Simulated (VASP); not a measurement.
# La (P6_3/mmc) in VASP: notebook

The runs below take La through single point, with LDA.

Program: VASP 6.6.1. These are calculated values, not measurements. Logs are shortened: lines on timing, memory, paths and dates and some standing lists are left out, and cuts for length are marked.

## Step 1: The cell of the first run

The structure is hexagonal, space group P6_3/mmc (No. 194). The conventional cell has a = 3.579 Å, b = 3.579 Å, c = 5.914 Å, α = 90.00°, β = 90.00°, γ = 120.00°. Within 4.7 Å of La (site symmetry -6m2) lie 12 La at 3.58 to 3.61 Å.

## Step 2: Single point, LDA

INCAR reads:

```
SYSTEM = La
PREC     = Accurate       ! precision mode
ENCUT    = 520            ! plane-wave cutoff, eV
EDIFF    = 1E-6           ! SCF threshold, eV
ISMEAR   = -1             ! smearing method
SIGMA    = 0.1            ! smearing width, eV
LREAL    = .False.        ! projectors in reciprocal space
LASPH    = .True.         ! aspherical terms in the spheres
NELM     = 100            ! most SCF steps
ALGO     = Normal         ! electronic algorithm
ISIF     = 2              ! what is computed and relaxed
LWAVE    = .False.        ! write WAVECAR
LCHARG   = .True.         ! write CHGCAR
GGA      = CA             ! functional
LELF     = .True.         ! ELF
LVHAR    = .True.       
NBANDS   = 18             ! bands
```

KPOINTS reads:

```
Automatic mesh
0
Gamma
  10 10 5
  0 0 0
```

POSCAR reads:

```
La
1.0
    3.5793668854      0.0000000000      0.0000000000
   -1.7896834427      3.0998226522      0.0000000000
    0.0000000000      0.0000000000      5.9142931578
La
2
Direct
    0.3333333333      0.6666666667      0.2500000000
    0.6666666667      0.3333333333      0.7500000000
```

Potentials or basis: VASP PAW LDA potentials, release 64 (La).

Started as:

```console
$ cat potpaw_LDA.64/La/POTCAR > POTCAR
$ mpirun -np 1 vasp_std > vasp.out
```

OUTCAR:

```text
SYSTEM = La
   PREC = Accurate
   ENCUT = 520
   EDIFF = 1E-6
   ISMEAR = -1
   LREAL = .False.
   LASPH = .True.
   NELM = 100
   ISIF = 2
   GGA = CA

 ion  position               nearest neighbor table
   1  0.333  0.667  0.250-   2 3.61   2 3.61   2 3.61   2 3.61   2 3.61   2 3.61
   2  0.667  0.333  0.750-   1 3.61   1 3.61   1 3.61   1 3.61   1 3.61   1 3.61

  LATTYP: Found a hexagonal cell.
 ALAT       =     3.5793668854
 C/A-ratio  =     1.6523294055

  Lattice vectors:

 A1 = (   3.5793668854,   0.0000000000,   0.0000000000)
 A2 = (  -1.7896834427,   3.0998226522,   0.0000000000)
 A3 = (   0.0000000000,   0.0000000000,   5.9142931578)

Analysis of symmetry for initial positions (statically):
=====================================================================
 Subroutine PRICEL returns:
 Original cell was already a primitive cell.

 Routine SETGRP: Setting up the symmetry group for a
 hexagonal supercell.

 Subroutine GETGRP returns: Found 24 space group operations
 (whereof 12 operations were pure point group operations)
 out of a pool of 24 trial point group operations.

The static configuration has the point symmetry D_3d.
 The point group associated with its full space group is D_6h.

Analysis of symmetry for dynamics (positions and initial velocities):
=====================================================================
 Subroutine PRICEL returns:
 Original cell was already a primitive cell.

 Routine SETGRP: Setting up the symmetry group for a
 hexagonal supercell.

 Subroutine GETGRP returns: Found 24 space group operations
 (whereof 12 operations were pure point group operations)
 out of a pool of 24 trial point group operations.

The dynamic configuration has the point symmetry D_3d.
 The point group associated with its full space group is D_6h.

 Subroutine INISYM returns: Found 24 space group operations
 (whereof 12 operations are pure point group operations),
 and found     1 'primitive' translations

----------------------------------------------------------------------------------------

                                     Primitive cell

  volume of cell :      65.6215

  direct lattice vectors                    reciprocal lattice vectors
     3.579366885  0.000000000  0.000000000     0.279379016  0.161299550  0.000000000
    -1.789683443  3.099822652  0.000000000     0.000000000  0.322599101  0.000000000
     0.000000000  0.000000000  5.914293158     0.000000000  0.000000000  0.169081913

  length of vectors
[... 81 lines left out ...]
   NELM   =    100;   NELMIN=  2; NELMDL= -5     # of ELM steps
   EDIFF  = 0.1E-05   stopping-criterion for ELM
   LREAL  =      F    real-space projection
   EDIFFG = 0.1E-04   stopping-criterion for IOM
   NSW    =      0    number of steps for IOM
   IBRION =     -1    ionic relax: 0-MD 1-quasi-New 2-CG
   NFREE  =      0    steps in history (QN), initial steepest desc. (CG)
   ISIF   =      2    stress and relaxation
   ISYM   =      2    0-nonsym 1-usesym 2-fastsym
   POTIM  = 0.5000    time-step for ionic-motion
   TEBEG  =    0.0;   TEEND  =   0.0 temperature during run
   PSTRESS=    0.0 pullay stress
   NELECT =      22.0000    total number of electrons
   NUPDOWN=      -1.0000    fix difference up-down
   EMIN   =  10.00;   EMAX   =-10.00  energy-range for DOS
   EFERMI =   0.00;   METHOD = LEGACY
   ISMEAR =    -1;   SIGMA  =   0.10  broadening in eV -4-tet -1-fermi 0-gaus
   EFERMI_NEDOS =   21; number of points for ismear=-14 and -15
   IALGO  =     38    algorithm
   IMIX   =      4    mixing-type and parameters
     AMIX     =   0.40;   BMIX     =  1.00
     AMIX_MAG =   1.60;   BMIX_MAG =  1.00
  volume/ion in A,a.u.               =      32.81       221.42
  Fermi-wavevector in a.u.,A,eV,Ry     =   1.137279  2.149146 17.597829  1.293404
  Thomas-Fermi vector in A             =   2.273984
   LORBIT       =      0    0 simple, 1 ext, 2 COOP (PROOUT), +10 PAW based schemes
   GGA     = CA    functional components
   LHFCALC =     F    Hartree Fock is set to
   AEXX    =    0.0000 exact exchange contribution
   IVDW    =     0    specifies the selected vdW correction
   LEPSILON=     F    determine dielectric tensor
   LRPA    =     F    only Hartree local field effects (RPA)
 non-spin polarized calculation
  energy-cutoff  :      520.00
  volume of cell :       65.62
 maximum number of plane-waves:      1787
 NGX is ok and might be reduce to    28
   NGX = 13   NGY = 13   NGZ = 21

 number of electron      21.9999999 magnetization

 Free energy of the ion-electron system (eV)
  ---------------------------------------------------
  ext. energy  EPLUGINS =         0.00000000
  ---------------------------------------------------
  free energy    TOTEN  =       -11.13420130 eV

  energy without entropy =      -11.01548696  energy(sigma->0) =      -11.07484413

 E-fermi :   8.8988     XC(G=0): -10.2763

 val. band max:        8.8715275961   @ k =   0.3000   0.3000   0.2000
 cond. band min:       8.9095805604   @ k =   0.2000   0.2000   0.4000
 fundamental gap:      0.0380529643
 Fermi energy:         8.8988396785

 k-point     1 :       0.0000    0.0000    0.0000
  band No.  band energies     occupation
      1     -23.7115      2.00000
      2     -23.4038      2.00000
      3      -8.3627      2.00000
      4      -6.6199      2.00000
      5      -6.6199      2.00000
      6      -6.4126      2.00000
[... 481 lines left out ...]
      5      -7.3629      2.00000
      6      -7.1059      2.00000
[... 10 lines left out ...]
     17      10.8582      0.00000
     18      10.9090      0.00000

 [... further k-points ...]

------------------------ aborting loop because EDIFF is reached ----------------------------------------

  FORCE on cell =-STRESS in cart. coord.  units (eV):
  Direction    XX          YY          ZZ          XY          YZ          ZX
  --------------------------------------------------------------------------------------
  -------------------------------------------------------------------------------------
  Total       -0.0353005     -0.0353005     -0.0325350      0.0000000      0.0000000      0.0000000
  in kB       -0.8618778     -0.8618778     -0.7943576      0.0000000      0.0000000      0.0000000
  external PRESSURE =      -0.8393711 kB  Pullay stress =       0.0000000 kB

 VOLUME and BASIS-vectors are now :
 -----------------------------------------------------------------------------
  energy-cutoff  :      520.00
  volume of cell :       65.62
      direct lattice vectors                 reciprocal lattice vectors
     3.579366885  0.000000000  0.000000000     0.279379016  0.161299550  0.000000000
    -1.789683443  3.099822652  0.000000000     0.000000000  0.322599101  0.000000000
     0.000000000  0.000000000  5.914293158     0.000000000  0.000000000  0.169081913

 POSITION                                       TOTAL-FORCE (eV/Angst)
 -----------------------------------------------------------------------------------
     -0.00000      2.06655      1.47857        -0.000000     -0.000000      0.000000
      1.78968      1.03327      4.43572         0.000000      0.000000      0.000000
 -----------------------------------------------------------------------------------
    total drift:                                0.000000     -0.000000      0.000000

  FREE ENERGIE OF THE ION-ELECTRON SYSTEM (eV)
  ---------------------------------------------------
  free  energy   TOTEN  =       -11.1342013012 eV

  energy  without entropy=      -11.0154869628  energy(sigma->0) =      -11.07484413
```

stdout:

```text
POSCAR found type information on POSCAR La
 POSCAR found :  1 types and       2 ions
 scaLAPACK will be used
 LDA part: xc-table for (Slater(with rela. corr.)+CA(PZ))
 , standard interpolation
 POSCAR, INCAR and KPOINTS ok, starting setup
 FFT: planning ... GRIDC
 FFT: planning ... GRID_SOFT
 FFT: planning ... GRID
 WAVECAR not read
 entering main loop
```

Wall time 36 s (1 thread of Intel Xeon Platinum 8488C (Sapphire Rapids), shared host); peak memory 0.19 GiB.

Results:

```
Free energy            : -11.1342 eV
Pressure               : -0.1 GPa
Band gap on the k mesh : zero (band 11 reaches 9.88 eV, above the bottom of band 12 at 8.49 eV)
```

Levels at points of the mesh, in eV from the Fermi level:
| k point | band 8 | band 9 | band 10 | band 11 | band 12 | band 13 | band 14 | band 15 |
| --- | --- | --- | --- | --- | --- | --- | --- | --- |
| (0.00, 0.00, 0.00) | -15.28 | -3.05 | -1.87 | 0.98 | 1.42 | 1.42 | 1.52 | 1.60 |
| (0.50, 0.00, 0.00) | -15.55 | -1.89 | -1.37 | -1.20 | 1.39 | 1.40 | 1.46 | 1.47 |

Caveat: spin-orbit coupling is left out, which moves the levels of the heavy elements.

(Continued in part 2 of 2.)
